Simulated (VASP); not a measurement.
Here is a VASP 6.6.1 calculation.

File INCAR:

```
ALGO = Normal
EDIFF = 1E-6
ENCUT = 700
GGA = PE
GGA_COMPAT = F
ISIF = 2
ISMEAR = 0
ISPIN = 2
LASPH = T
LCHARG = F
LDAU = T
LDAUJ = 0 0
LDAUL = 2 -1
LDAUPRINT = 1
LDAUTYPE = 2
LDAUU = 4 0
LMAXMIX = 4
LORBIT = 11
LREAL = F
LWAVE = F
MAGMOM = 0.63 0.63 0 0
NBANDS = 37
NELM = 200
PREC = Accurate
SIGMA = 0.05
```

KPOINTS

```
k-points
0
Gamma
  10 10 6
```

The input POSCAR:

```
CuO
1.0
    2.0872091954     -2.0760605474      0.1652846558
    2.0872091954      2.0760605474      0.1652846558
   -0.4124906771      0.0000000000      5.2015957445
Cu O
2 2
Direct
    0.0000000000      0.5000000000      0.0000000000
    0.5000000000      0.0000000000      0.5000000000
    0.5000352668      0.4999647332      0.2500000000
    0.4999647332      0.5000352668      0.7500000000
```

Potentials or basis: VASP PAW PBE potentials, release 64 (Cu_sv_GW, O).

Launch:

```sh
$ cat potpaw_PBE.64/Cu_sv_GW/POTCAR potpaw_PBE.64/O/POTCAR > POTCAR
$ mpirun -np 1 vasp_std > vasp.out
```

(1) What does it give for the site moments?

(2) Estimate the pressure.

Answers

(1) Cu +0.68; O +0.29 μB.

(2) -3.8 GPa.

Caveat: the cell stands under tension.
